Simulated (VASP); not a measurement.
## Zn2SnO3: single point with PBE

Zn2SnO3:

```
Zn Sn O
1.0
     2.82487    0.00000    0.00000
     0.00000    2.82487    0.00000
     0.00000    0.00000    8.70640
Zn Sn O
2 1 3
Direct
  0.50000 0.50000 0.34606
  0.50000 0.50000 0.65394
  0.50000 0.50000 0.00000
  0.00000 0.00000 0.80156
  0.00000 0.00000 0.19844
  0.00000 0.00000 0.50000
```

```yaml
Program: VASP 6.6.1
Task: single point
Functional: PBE
Potentials_or_basis: VASP PAW PBE potentials, release 64 (Zn, Sn_d, O)
Cutoff: 520 eV
k_mesh: 14 × 14 × 6
Occupations: gaussian, width 0.1 eV
Spin: no spin polarisation
Dipole_correction: no
Further_INCAR_settings: ALGO = Normal; EDIFF = 1e-06; NBANDS = 37
```

The pressure is 0.2 GPa. The largest force is 0.009 eV/Å and the band gap on the k mesh is zero (band 28 reaches 5.45 eV, above the bottom of band 29 at 4.86 eV).

Forces in eV/Å, atoms in the order of the input:
```
Zn   0.000  0.000 -0.001
Zn   0.000  0.000  0.001
Sn   0.000  0.000  0.000
O    0.000  0.000  0.009
O    0.000  0.000 -0.009
O    0.000  0.000  0.000
```

Levels at points of the mesh, in eV from the Fermi level:
| k point | band 24 | band 25 | band 26 | band 27 | band 28 | band 29 | band 30 | band 31 | band 32 | band 33 |
| --- | --- | --- | --- | --- | --- | --- | --- | --- | --- | --- |
| (0.00, 0.00, 0.00) | -1.82 | -1.31 | -1.31 | -0.87 | -0.87 | 0.93 | 1.11 | 5.47 | 6.04 | 9.31 |
| (0.50, 0.00, 0.00) | -1.83 | -0.94 | -0.93 | -0.89 | -0.68 | 0.53 | 2.92 | 4.83 | 5.51 | 5.97 |
| (0.50, 0.50, 0.00) | -2.83 | -2.30 | -2.14 | -1.68 | -0.76 | 1.04 | 1.04 | 1.91 | 2.05 | 6.25 |
| (0.00, 0.00, 0.50) | -1.53 | -1.53 | -0.82 | -0.78 | -0.78 | -0.62 | 2.52 | 3.65 | 8.74 | 8.89 |
| (0.50, 0.00, 0.50) | -2.56 | -2.24 | -0.94 | -0.94 | -0.68 | 1.33 | 3.58 | 4.39 | 5.42 | 5.56 |
| (0.50, 0.50, 0.50) | -2.22 | -2.22 | -1.78 | -1.67 | -0.95 | 0.77 | 0.77 | 1.33 | 3.29 | 5.33 |

Run time: 4.1 min on 1 thread of Intel(R) Xeon(R) Platinum 8488C (Sapphire Rapids), on a shared host, peak memory 0.43 GiB.

Caveat: spin-orbit coupling is left out, which moves the levels of the heavy elements.
